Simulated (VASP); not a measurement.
Write the native input for VASP 6.6.1 that does the following.

```
Task                   : single point
Functional             : PBE
Potentials or basis    : VASP PAW PBE potentials, release 64 (Li_sv, In_d)
Cutoff                 : 520 eV
k mesh                 : 4 × 4 × 4
Occupations            : gaussian, width 0.1 eV
Spin                   : no spin polarisation
Dipole correction      : no
Further INCAR settings : ALGO = Fast; EDIFF = 1e-06; NBANDS = 36
```

The structure of Li4In lies in POSCAR:

```
Li4In
1.0
    5.1957860430      0.0000000000      0.0000000000
   -0.7028896937      5.1504870825      0.0000000000
   -2.4396908741     -2.3990327890      7.0260654136
Li In
8 2
Direct
    0.4270515453      0.3801602934      0.2011120110
    0.4088749323      0.8844590324      0.6951684479
    0.8292666253      0.4225013117      0.9920129697
    0.8052997916      0.8921116905      0.4878497230
    0.5569469671      0.8879216351      0.0730981211
    0.6053116789      0.4078963958      0.5913383373
    0.1798479460      0.8883580642      0.2949164215
    0.1895809468      0.3663027161      0.7924143023
    0.9803269930      0.9452718056      0.9428223730
    0.0174925735      0.4250170553      0.4292672930
```

The input as run:

INCAR

```
SYSTEM = Li4In
ALGO = Fast ; EDIFF = 1E-6
ENCUT = 520 ; GGA = PE
ISIF = 2 ; ISMEAR = 0
LASPH = .TRUE. ; LCHARG = .TRUE.
LELF = .TRUE. ; LREAL = .FALSE.
LVHAR = .TRUE. ; LWAVE = .FALSE.
NBANDS = 36 ; NELM = 80
PREC = Accurate ; SIGMA = 0.1
```

KPOINTS

```
k-points
0
G
  4 4 4
  0 0 0
```

Potentials or basis: VASP PAW PBE potentials, release 64 (Li_sv, In_d).

Launch:

```console
$ cat potpaw_PBE.64/Li_sv/POTCAR potpaw_PBE.64/In_d/POTCAR > POTCAR
$ mpirun -np 1 vasp_std > vasp.out
```

It gave:

The largest force is 0.909 eV/Å and the band gap on the k mesh is zero (bands 25 and 26 overlap by 1.08 eV).

Caveat: spin-orbit coupling is left out, which moves the levels of the heavy elements.

It took 35 min on 1 thread of Oxide Virtual Turin-like Processor (shared host), peak memory 0.37 GiB.
